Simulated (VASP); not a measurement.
# HfC (rocksalt type) (Fm-3m) in VASP: a series of runs

Runs on HfC (rocksalt type). Level: PBE. Tasks: relaxation of cell and atoms.

Everything below comes from runs of VASP 6.6.1. Logs are shortened: lines on timing, memory, paths and dates and some standing lists are left out, and cuts for length are marked.

## 1. The cell of the first run

Symmetry: Fm-3m, No. 225, cubic system. Conventional cell: a = 4.651 Å, b = 4.651 Å, c = 4.651 Å, α = 90.00°, β = 90.00°, γ = 90.00°. Hf (site symmetry m-3m) has 6 C at 2.33 Å within 3.1 Å. Within 3.1 Å of C (site symmetry m-3m) lie 6 Hf at 2.33 Å.

## 2. Relaxation of cell and atoms, PBE, target pressure 0.032 GPa, at which the enthalpy is minimised

INCAR reads:

```
SYSTEM = HfC
PREC = Accurate ; ENCUT = 600
EDIFF = 1E-6 ; ISMEAR = -1
SIGMA = 0.1 ; LREAL = .FALSE.
LASPH = .TRUE. ; NELM = 80
ALGO = Normal ; ISIF = 3
LWAVE = .FALSE. ; LCHARG = .FALSE.
GGA = PE ; IBRION = 2
NSW = 60 ; EDIFFG = -0.005
PSTRESS = 0.32
```

KPOINTS reads:

```
Automatic mesh
0
G
  15 15 15
  0 0 0
```

POSCAR reads:

```
HfC
1.0
    0.0000000000      2.3255893590      2.3255893590
    2.3255893590      0.0000000000      2.3255893590
    2.3255893590      2.3255893590      0.0000000000
Hf C
1 1
Direct
    0.0000000000      0.0000000000      0.0000000000
    0.5000000000      0.5000000000      0.5000000000
```

Potentials or basis: VASP PAW PBE potentials, release 64 (Hf_pv, C).

The run is started by

```sh
$ cat potpaw_PBE.64/Hf_pv/POTCAR potpaw_PBE.64/C/POTCAR > POTCAR
$ mpirun -np 1 vasp_std > vasp.out
```

OUTCAR:

```text
SYSTEM = HfC
   PREC = Accurate
   ENCUT = 600
   EDIFF = 1E-6
   ISMEAR = -1
   LREAL = .FALSE.
   LASPH = .TRUE.
   NELM = 80
   ISIF = 3
   GGA = PE
   IBRION = 2
   NSW = 60
   EDIFFG = -0.005
   PSTRESS = 0.32

 ion  position               nearest neighbor table
   1  0.000  0.000  0.000-   2 2.33   2 2.33   2 2.33   2 2.33   2 2.33   2 2.33
   2  0.500  0.500  0.500-   1 2.33   1 2.33   1 2.33   1 2.33   1 2.33   1 2.33

  LATTYP: Found a face centered cubic cell.
 ALAT       =     4.6511787180

  Lattice vectors:

 A1 = (   0.0000000000,   2.3255893590,   2.3255893590)
 A2 = (   2.3255893590,   0.0000000000,   2.3255893590)
 A3 = (   2.3255893590,   2.3255893590,   0.0000000000)

Analysis of symmetry for initial positions (statically):
=====================================================================
 Subroutine PRICEL returns:
 Original cell was already a primitive cell.

 Routine SETGRP: Setting up the symmetry group for a
 face centered cubic supercell.

 Subroutine GETGRP returns: Found 48 space group operations
 (whereof 48 operations were pure point group operations)
 out of a pool of 48 trial point group operations.

The static configuration has the point symmetry O_h .

Analysis of symmetry for dynamics (positions and initial velocities):
=====================================================================
 Subroutine PRICEL returns:
 Original cell was already a primitive cell.

 Routine SETGRP: Setting up the symmetry group for a
 face centered cubic supercell.

 Subroutine GETGRP returns: Found 48 space group operations
 (whereof 48 operations were pure point group operations)
 out of a pool of 48 trial point group operations.

The dynamic configuration has the point symmetry O_h .

 Subroutine INISYM returns: Found 48 space group operations
 (whereof 48 operations are pure point group operations),
 and found     1 'primitive' translations

----------------------------------------------------------------------------------------

                                     Primitive cell

  volume of cell :      25.1553

  direct lattice vectors                    reciprocal lattice vectors
     0.000000000  2.325589359  2.325589359    -0.214999264  0.214999264  0.214999264
     2.325589359  0.000000000  2.325589359     0.214999264 -0.214999264  0.214999264
     2.325589359  2.325589359  0.000000000     0.214999264  0.214999264 -0.214999264
[... 99 lines left out ...]
   ISMEAR =    -1;   SIGMA  =   0.10  broadening in eV -4-tet -1-fermi 0-gaus
   EFERMI_NEDOS =   21; number of points for ismear=-14 and -15
   IALGO  =     38    algorithm
   IMIX   =      4    mixing-type and parameters
     AMIX     =   0.40;   BMIX     =  1.00
     AMIX_MAG =   1.60;   BMIX_MAG =  1.00
  volume/ion in A,a.u.               =      12.58        84.88
  Fermi-wavevector in a.u.,A,eV,Ry     =   1.346608  2.544720 24.672162  1.813353
  Thomas-Fermi vector in A             =   2.474426
   LORBIT       =      0    0 simple, 1 ext, 2 COOP (PROOUT), +10 PAW based schemes
   GGA     = PE    functional components
   LHFCALC =     F    Hartree Fock is set to
   AEXX    =    0.0000 exact exchange contribution
   IVDW    =     0    specifies the selected vdW correction
   LEPSILON=     F    determine dielectric tensor
   LRPA    =     F    only Hartree local field effects (RPA)
 conjugate gradient relaxation of ions
 non-spin polarized calculation
  energy-cutoff  :      600.00
  volume of cell :       25.16
 maximum number of plane-waves:       872
   NGX = 13   NGY = 13   NGZ = 13

--------------------------------------- Ionic step        1  -------------------------------------------

 number of electron      14.0000000 magnetization

 Free energy of the ion-electron system (eV)
  ---------------------------------------------------
  ext. energy  EPLUGINS =         0.00000000
  ---------------------------------------------------
  free energy    TOTEN  =       -21.05134734 eV

  energy without entropy =      -21.04150881  energy(sigma->0) =      -21.04642808

------------------------ aborting loop because EDIFF is reached ----------------------------------------

  FORCE on cell =-STRESS in cart. coord.  units (eV):
  Direction    XX          YY          ZZ          XY          YZ          ZX
  --------------------------------------------------------------------------------------
  -------------------------------------------------------------------------------------
  Total       -0.1114060     -0.1114060     -0.1114060      0.0000000      0.0000000     -0.0000000
  in kB       -7.0956125     -7.0956125     -7.0956125      0.0000000      0.0000000     -0.0000000
  external PRESSURE =      -7.4156125 kB  Pullay stress =       0.3200000 kB
[... 63 lines left out ...]
--------------------------------------- Ionic step        3  -------------------------------------------

 number of electron      14.0000000 magnetization

 Free energy of the ion-electron system (eV)
  ---------------------------------------------------
  ext. energy  EPLUGINS =         0.00000000
  ---------------------------------------------------
  free energy    TOTEN  =       -21.05151699 eV

  energy without entropy =      -21.04168766  energy(sigma->0) =      -21.04660232

 E-fermi :   5.9518     XC(G=0): -12.2972

 val. band max:        5.9452009559   @ k =   0.2000   0.2000   0.0000
 cond. band min:       5.9663230525   @ k =   0.4667   0.4000   0.0000
 fundamental gap:      0.0211220966
 Fermi energy:         5.9518459238

 k-point     1 :       0.0000    0.0000    0.0000
  band No.  band energies     occupation
      1     -23.5874      2.00000
      2     -23.5874      2.00000
      3     -23.5874      2.00000
      4      -6.3516      2.00000
      5       6.9702      0.00008
      6       6.9702      0.00008
      7       6.9702      0.00008
      8       7.3643      0.00000
      9       7.3643      0.00000
     10       7.3643      0.00000
     11       9.3703      0.00000
[... 309 lines left out ...]
 k-point    24 :       0.2000    0.1333    0.0000
  band No.  band energies     occupation
      1     -23.7805      2.00000
      2     -23.6455      2.00000
      3     -23.6382      2.00000
      4      -5.4496      2.00000
      5       3.4972      2.00000
      6       5.2704      1.99781
      7       5.5352      1.96946
      8       6.7338      0.00080
      9       9.4669      0.00000
     10       9.7667      0.00000
     11      10.5251      0.00000

 [... further k-points ...]

------------------------ aborting loop because EDIFF is reached ----------------------------------------

  FORCE on cell =-STRESS in cart. coord.  units (eV):
  Direction    XX          YY          ZZ          XY          YZ          ZX
  --------------------------------------------------------------------------------------
  -------------------------------------------------------------------------------------
  Total        0.0061552      0.0061552      0.0061552      0.0000000      0.0000000     -0.0000000
  in kB        0.3932769      0.3932769      0.3932769      0.0000000      0.0000000     -0.0000000
  external PRESSURE =       0.0732769 kB  Pullay stress =       0.3200000 kB
[... 21 lines left out ...]
  energy  without entropy=      -21.0416876561  energy(sigma->0) =      -21.04660232

  enthalpy is  TOTEN    =       -21.0465086421 eV   P V=        0.0050083473

 reached required accuracy - stopping structural energy minimisation
```

Run time: 2.1 min. Hardware: 1 thread of Intel Xeon 8259CL, shared host; peak memory 0.19 GiB.

What came out:

* Free energy: -21.0515 eV
* Relaxed volume: 12.54 Å³/atom
* Relaxed cell: a = 3.285 Å, b = 3.285 Å, c = 3.285 Å, α = 60.00°, β = 60.00°, γ = 60.00°
* Space group after relaxing (to 0.1 Å): Fm-3m (No. 225)
* Energy change on relaxing (the run minimises the enthalpy): -0.1 meV/atom
* Ionic steps: 3
* Pressure after relaxing: 0.0 GPa
* Band gap on the k mesh: zero (bands 7 and 8 overlap by 1.43 eV)

The path:
```tsv
step	energy change (eV)	largest force (eV/Å)	pressure (GPa)	volume (Å³)
1	0.0000	0.0000	-0.71	25.16
2	0.0004	0.0000	1.33	24.94
3	-0.0002	0.0000	0.04	25.08
```

Final structure:
```
Hf C
1.0
     0.00000    2.32314    2.32314
     2.32314    0.00000    2.32314
     2.32314    2.32314    0.00000
Hf C
1 1
Direct
  0.00000 0.00000 0.00000
  0.50000 0.50000 0.50000
```

Caveat: the cell is relaxed towards a set pressure, so the run minimises the enthalpy, not the energy; spin-orbit coupling is left out, which moves the levels of the heavy elements.

## 3. Relaxation of cell and atoms, PBE, target pressure 0.032 GPa, at which the enthalpy is minimised

INCAR reads:

```
PREC = Accurate ; ENCUT = 600
EDIFF = 1E-6 ; ISMEAR = -1
SIGMA = 0.1 ; LREAL = False
LASPH = True ; NELM = 60
ALGO = Normal ; ISIF = 3
LWAVE = False ; LCHARG = False
GGA = PE ; IBRION = 2
NSW = 32 ; EDIFFG = -0.005
PSTRESS = 0.32
```

KPOINTS reads:

```
regular mesh
0
Gamma
  15 15 15
```

POSCAR is that of step 2.

Potentials or basis: VASP PAW PBE potentials, release 64 (Hf_pv, C).

The run is started by

```sh
$ cat potpaw_PBE.64/Hf_pv/POTCAR potpaw_PBE.64/C/POTCAR > POTCAR
$ mpirun -np 1 vasp_std > vasp.out
```

It took 2 min on 1 thread of Intel Xeon 8259CL, shared host; peak memory 0.19 GiB.

It converged, with:

- Free energy: -21.0515 eV
- Relaxed volume: 12.54 Å³/atom
- Relaxed cell: a = 3.285 Å, b = 3.285 Å, c = 3.285 Å, α = 60.00°, β = 60.00°, γ = 60.00°
- Space group after relaxing (to 0.1 Å): Fm-3m (No. 225)
- Energy change on relaxing (the run minimises the enthalpy): -0.1 meV/atom
- Ionic steps: 3
- Pressure after relaxing: 0.0 GPa
- Band gap on the k mesh: zero (bands 7 and 8 overlap by 1.43 eV)

Step by step:
```tsv
step	energy change (eV)	largest force (eV/Å)	pressure (GPa)	volume (Å³)
1	0.0000	0.0000	-0.71	25.16
2	0.0004	0.0000	1.33	24.94
3	-0.0002	0.0000	0.04	25.08
```

Final structure:
```
Hf C
1.0
     0.00000    2.32314    2.32314
     2.32314    0.00000    2.32314
     2.32314    2.32314    0.00000
Hf C
1 1
Direct
  0.00000 0.00000 0.00000
  0.50000 0.50000 0.50000
```

Levels at points of the mesh, in eV from the Fermi level:
```csv
k point,band 5,band 6,band 7,band 8,band 9,band 10
"(0.00, 0.00, 0.00)",1.02,1.02,1.02,1.41,1.41,1.41
```

Caveat: the cell is relaxed towards a set pressure, so the run minimises the enthalpy, not the energy; spin-orbit coupling is left out, which moves the levels of the heavy elements.

The gap in the log of VASP goes by the Fermi energy; the results here count the filled bands.